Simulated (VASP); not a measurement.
# Ta in VASP: single point with LDA

Aim: the single point of Ta with LDA.

All numbers are computed with VASP 6.6.1; they aren't measurements. Logs are shortened: lines on timing, memory, paths and dates and some standing lists are left out, and cuts for length are marked.

## Step 1: The cell of the first run

The cell holds a wire or tube with vacuum around it, 4 atoms: a = 22.709 Å, b = 22.709 Å, c = 2.377 Å, α = 90.00°, β = 90.00°, γ = 90.00°.

## Step 2: Single point, LDA

The input, INCAR:

```
SYSTEM = Ta
ALGO     = Normal         ! electronic algorithm
EDIFF    = 1E-7           ! SCF threshold, eV
ENCUT    = 520            ! plane-wave cutoff, eV
ISIF     = 2              ! what is computed and relaxed
ISMEAR   = 1              ! smearing method
LASPH    = .True.         ! aspherical terms in the spheres
LCHARG   = .True.         ! write CHGCAR
LELF     = .True.         ! ELF
LREAL    = .False.        ! projectors in reciprocal space
LVHAR    = .True.       
LWAVE    = .False.        ! write WAVECAR
NBANDS   = 30             ! bands
NELM     = 100            ! most SCF steps
PREC     = Accurate       ! precision mode
SIGMA    = 0.15           ! smearing width, eV
```

The input, KPOINTS:

```
k-points
0
Gamma
  1 1 10
  0 0 0
```

The input, POSCAR:

```
Ta
1.0
   22.7091107600      0.0000000000      0.0000000000
    0.0000000000     22.7091107600      0.0000000000
    0.0000000000      0.0000000000      2.3772801000
Ta
4
Direct
    0.3186285300      0.8186285300      0.0000000000
    0.6813714700      0.1813714700      0.0000000000
    0.1813714700      0.3186285300      0.0000000000
    0.8186285300      0.6813714700      0.0000000000
```

Potentials or basis: VASP PAW LDA potentials, release 64 (Ta_pv).

Command:

```console
> cat potpaw_LDA.64/Ta_pv/POTCAR > POTCAR
> mpirun -np 1 vasp_std > vasp.out
```

OUTCAR:

```text
SYSTEM = Ta
   EDIFF = 1E-7
   ENCUT = 520
   ISIF = 2
   ISMEAR = 1
   LASPH = .True.
   LREAL = .False.
   NELM = 100
   PREC = Accurate

 ion  position               nearest neighbor table
   1  0.319  0.819  0.000-
   2  0.681  0.181  0.000-
   3  0.181  0.319  0.000-
   4  0.819  0.681  0.000-

  LATTYP: Found a simple tetragonal cell.
 ALAT       =    22.7091107600
 C/A-ratio  =     0.1046839801

  Lattice vectors:

 A1 = (  22.7091107600,   0.0000000000,   0.0000000000)
 A2 = (   0.0000000000,  22.7091107600,   0.0000000000)
 A3 = (   0.0000000000,   0.0000000000,   2.3772801000)

Analysis of symmetry for initial positions (statically):
=====================================================================
 Subroutine PRICEL returns:
 Original cell was already a primitive cell.

 Routine SETGRP: Setting up the symmetry group for a
 simple tetragonal supercell.

 Subroutine GETGRP returns: Found 16 space group operations
 (whereof  8 operations were pure point group operations)
 out of a pool of 16 trial point group operations.

The static configuration has the point symmetry C_4h.
 The point group associated with its full space group is D_4h.

Analysis of symmetry for dynamics (positions and initial velocities):
=====================================================================
 Subroutine PRICEL returns:
 Original cell was already a primitive cell.

 Routine SETGRP: Setting up the symmetry group for a
 simple tetragonal supercell.

 Subroutine GETGRP returns: Found 16 space group operations
 (whereof  8 operations were pure point group operations)
 out of a pool of 16 trial point group operations.

The dynamic configuration has the point symmetry C_4h.
 The point group associated with its full space group is D_4h.

 Subroutine INISYM returns: Found 16 space group operations
 (whereof  8 operations are pure point group operations),
 and found     1 'primitive' translations

----------------------------------------------------------------------------------------

                                     Primitive cell

  volume of cell :    1225.9722

  direct lattice vectors                    reciprocal lattice vectors
    22.709110760  0.000000000  0.000000000     0.044035190  0.000000000  0.000000000
     0.000000000 22.709110760  0.000000000     0.000000000  0.044035190  0.000000000
     0.000000000  0.000000000  2.377280100     0.000000000  0.000000000  0.420648791

  length of vectors
    22.709110760 22.709110760  2.377280100     0.044035190  0.044035190  0.420648791

  position of ions in fractional coordinates (direct lattice)
     0.318628530  0.818628530  0.000000000
     0.681371470  0.181371470  0.000000000
     0.181371470  0.318628530  0.000000000
     0.818628530  0.681371470  0.000000000

  ion indices of the primitive-cell ions
   primitive index   ion index
                 1           1
                 2           2
                 3           3
                 4           4

----------------------------------------------------------------------------------------

 KPOINTS: k-points

Automatic generation of k-mesh.
 Grid dimensions read from file:
 generate k-points for:    1    1   10

 Generating k-lattice:

  Cartesian coordinates                     Fractional coordinates (reciprocal lattice)
     0.044035190  0.000000000  0.000000000     1.000000000  0.000000000  0.000000000
     0.000000000  0.044035190  0.000000000     0.000000000  1.000000000  0.000000000
     0.000000000  0.000000000  0.042064879     0.000000000  0.000000000  0.100000000

  Length of vectors
     0.044035190  0.044035190  0.042064879

  Shift w.r.t. Gamma in fractional coordinates (k-lattice)
     0.000000000  0.000000000  0.000000000

 Subroutine IBZKPT returns following result:
 ===========================================

 Found      6 irreducible k-points:

 Following reciprocal coordinates:
            Coordinates               Weight
  0.000000  0.000000  0.000000      1.000000
  0.000000  0.000000  0.100000      2.000000
  0.000000  0.000000  0.200000      2.000000
  0.000000  0.000000  0.300000      2.000000
  0.000000  0.000000  0.400000      2.000000
  0.000000  0.000000  0.500000      1.000000
   k-points           NKPTS =      6   k-points in BZ     NKDIM =      6   number of bands    NBANDS=     30
   number of dos      NEDOS =    301   number of ions     NIONS =      4
   total plane-waves  NPLWV = 583200
   dimension x,y,z NGX =   180 NGY =  180 NGZ =   18
   dimension x,y,z NGXF=   360 NGYF=  360 NGZF=   36
   ions per type =               4
   NGX,Y,Z   is equivalent  to a cutoff of  13.18, 13.18, 12.59 a.u.
   NGXF,Y,Z  is equivalent  to a cutoff of  26.35, 26.35, 25.18 a.u.
 SYSTEM =  Ta
   PREC   = accura    normal or accurate (medium, high low for compatibility)
   ISTART =      0    job   : 0-new  1-cont  2-samecut
   ICHARG =      2    charge: 1-file 2-atom 10-const
   ISPIN  =      1    spin polarized calculation?
   LNONCOLLINEAR =      F non collinear calculations
   LSORBIT =      F    spin-orbit coupling
   LASPH  =      T    aspherical Exc in radial PAW
   ENCUT  =  520.0 eV  38.22 Ry    6.18 a.u.  42.22 42.22  4.42*2*pi/ulx,y,z
   NELM   =    100;   NELMIN=  2; NELMDL= -5     # of ELM steps
   EDIFF  = 0.1E-06   stopping-criterion for ELM
   LREAL  =      F    real-space projection
   EDIFFG = 0.1E-05   stopping-criterion for IOM
   NSW    =      0    number of steps for IOM
   IBRION =     -1    ionic relax: 0-MD 1-quasi-New 2-CG
   NFREE  =      0    steps in history (QN), initial steepest desc. (CG)
   ISIF   =      2    stress and relaxation
   ISYM   =      2    0-nonsym 1-usesym 2-fastsym
   POTIM  = 0.5000    time-step for ionic-motion
   TEBEG  =    0.0;   TEEND  =   0.0 temperature during run
   PSTRESS=    0.0 pullay stress
   NELECT =      44.0000    total number of electrons
   NUPDOWN=      -1.0000    fix difference up-down
   EMIN   =  10.00;   EMAX   =-10.00  energy-range for DOS
   EFERMI =   0.00;   METHOD = LEGACY
   ISMEAR =     1;   SIGMA  =   0.15  broadening in eV -4-tet -1-fermi 0-gaus
   EFERMI_NEDOS =   21; number of points for ismear=-14 and -15
   IALGO  =     38    algorithm
   IMIX   =      4    mixing-type and parameters
     AMIX     =   0.40;   BMIX     =  1.00
     AMIX_MAG =   1.60;   BMIX_MAG =  1.00
  volume/ion in A,a.u.               =     306.49      2068.32
  Fermi-wavevector in a.u.,A,eV,Ry     =   0.540006  1.020464  3.967552  0.291607
  Thomas-Fermi vector in A             =   1.566943
   LORBIT       =      0    0 simple, 1 ext, 2 COOP (PROOUT), +10 PAW based schemes
   GGA     = CA    functional components
   LHFCALC =     F    Hartree Fock is set to
   AEXX    =    0.0000 exact exchange contribution
   IVDW    =     0    specifies the selected vdW correction
   LEPSILON=     F    determine dielectric tensor
   LRPA    =     F    only Hartree local field effects (RPA)
 non-spin polarized calculation
 Methfessel and Paxton  Order N= 1 SIGMA  =   0.15
  energy-cutoff  :      520.00
  volume of cell :     1225.97
 maximum number of plane-waves:     33221
 NGX is ok and might be reduce to   180
   NGX = 85   NGY = 85   NGZ =  9

 number of electron      43.9999998 magnetization

 Free energy of the ion-electron system (eV)
  ---------------------------------------------------
  ext. energy  EPLUGINS =         0.00000000
  ---------------------------------------------------
  free energy    TOTEN  =       -28.60969702 eV

  energy without entropy =      -28.57279857  energy(sigma->0) =      -28.59739754

 E-fermi :  -3.8997     XC(G=0):  -1.9175

 val. band max:       -3.9361880619   @ k =   0.0000   0.0000   0.1000
 cond. band min:      -3.8020820370   @ k =   0.0000   0.0000   0.2000
 fundamental gap:      0.1341060249
 Fermi energy:        -3.8996600931

 k-point     1 :       0.0000    0.0000    0.0000
  band No.  band energies     occupation
      1     -38.5682      2.00000
      2     -38.5682      2.00000
      3     -38.5682      2.00000
      4     -38.5682      2.00000
      5     -38.5682      2.00000
      6     -38.5682      2.00000
[... 22 lines left out ...]
     29      -2.2697     -0.00000
     30      -2.2663     -0.00000

 k-point     2 :       0.0000    0.0000    0.1000
  band No.  band energies     occupation
      1     -38.5254      2.00000
      2     -38.5254      2.00000
      3     -38.5254      2.00000
      4     -38.5254      2.00000
      5     -38.5254      2.00000
      6     -38.5254      2.00000
[... 22 lines left out ...]
     29      -2.3823     -0.00000
     30      -2.3793     -0.00000

 k-point     3 :       0.0000    0.0000    0.2000
  band No.  band energies     occupation
      1     -38.4114      2.00000
      2     -38.4114      2.00000
      3     -38.4114      2.00000
      4     -38.4114      2.00000
      5     -38.4114      2.00000
      6     -38.4114      2.00000
[... 22 lines left out ...]
     29      -3.2687     -0.00000
     30      -3.2685     -0.00000

 k-point     4 :       0.0000    0.0000    0.3000
  band No.  band energies     occupation
      1     -38.9149      2.00000
      2     -38.9149      2.00000
      3     -38.9149      2.00000
      4     -38.9149      2.00000
      5     -38.2671      2.00000
      6     -38.2671      2.00000
[... 22 lines left out ...]
     29      -2.6908     -0.00000
     30      -2.6908     -0.00000

 k-point     5 :       0.0000    0.0000    0.4000
  band No.  band energies     occupation
      1     -39.7071      2.00000
      2     -39.7071      2.00000
      3     -39.7071      2.00000
      4     -39.7071      2.00000
      5     -38.1473      2.00000
      6     -38.1473      2.00000
[... 22 lines left out ...]
     29      -1.9791     -0.00000
     30      -1.9790     -0.00000

 k-point     6 :       0.0000    0.0000    0.5000
  band No.  band energies     occupation
      1     -39.9950      2.00000
      2     -39.9949      2.00000
      3     -39.9949      2.00000
      4     -39.9949      2.00000
      5     -38.1008      2.00000
      6     -38.1008      2.00000
[... 22 lines left out ...]
     29      -1.6567     -0.00000
     30      -1.6566     -0.00000

------------------------ aborting loop because EDIFF is reached ----------------------------------------

  FORCE on cell =-STRESS in cart. coord.  units (eV):
  Direction    XX          YY          ZZ          XY          YZ          ZX
  --------------------------------------------------------------------------------------
  -------------------------------------------------------------------------------------
  Total       -0.0238534     -0.0238534     -2.9778297      0.0000000      0.0000000      0.0000000
  in kB       -0.0311731     -0.0311731     -3.8916146      0.0000000      0.0000000      0.0000000
  external PRESSURE =      -1.3179869 kB  Pullay stress =       0.0000000 kB

 VOLUME and BASIS-vectors are now :
 -----------------------------------------------------------------------------
  energy-cutoff  :      520.00
  volume of cell :     1225.97
      direct lattice vectors                 reciprocal lattice vectors
    22.709110760  0.000000000  0.000000000     0.044035190  0.000000000  0.000000000
     0.000000000 22.709110760  0.000000000     0.000000000  0.044035190  0.000000000
     0.000000000  0.000000000  2.377280100     0.000000000  0.000000000  0.420648791

 POSITION                                       TOTAL-FORCE (eV/Angst)
 -----------------------------------------------------------------------------------
      7.23577     18.59033      0.00000        -0.000234     -0.000234      0.000000
     15.47334      4.11878      0.00000         0.000234      0.000234      0.000000
      4.11878      7.23577      0.00000         0.000234     -0.000234     -0.000000
     18.59033     15.47334      0.00000        -0.000234      0.000234      0.000000
 -----------------------------------------------------------------------------------
    total drift:                                0.000000      0.000000     -0.000000

  FREE ENERGIE OF THE ION-ELECTRON SYSTEM (eV)
  ---------------------------------------------------
  free  energy   TOTEN  =       -28.6096970195 eV

  energy  without entropy=      -28.5727985662  energy(sigma->0) =      -28.59739754
```

It took 8 min on 1 thread of Intel Xeon Platinum 8259CL at 2.50GHz (Skylake/Cascade Lake), shared host; peak memory 0.77 GiB.

What came out:

| Property | Result |
| --- | --- |
| Free energy | -28.6097 eV |
| Band gap on the k mesh | zero (bands 22 and 23 overlap by 2.45 eV) |

Levels at points of the mesh, in eV from the Fermi level:
```
           k point  band 20  band 21  band 22  band 23  band 24  band 25
(0.00, 0.00, 0.00)    -1.77    -0.22    -0.22    -0.22    -0.22    -0.22
(0.00, 0.00, 0.50)    -2.44     2.23     2.23     2.23     2.23     2.23
```

Caveat: spin-orbit coupling is left out, which moves the levels of the heavy elements.
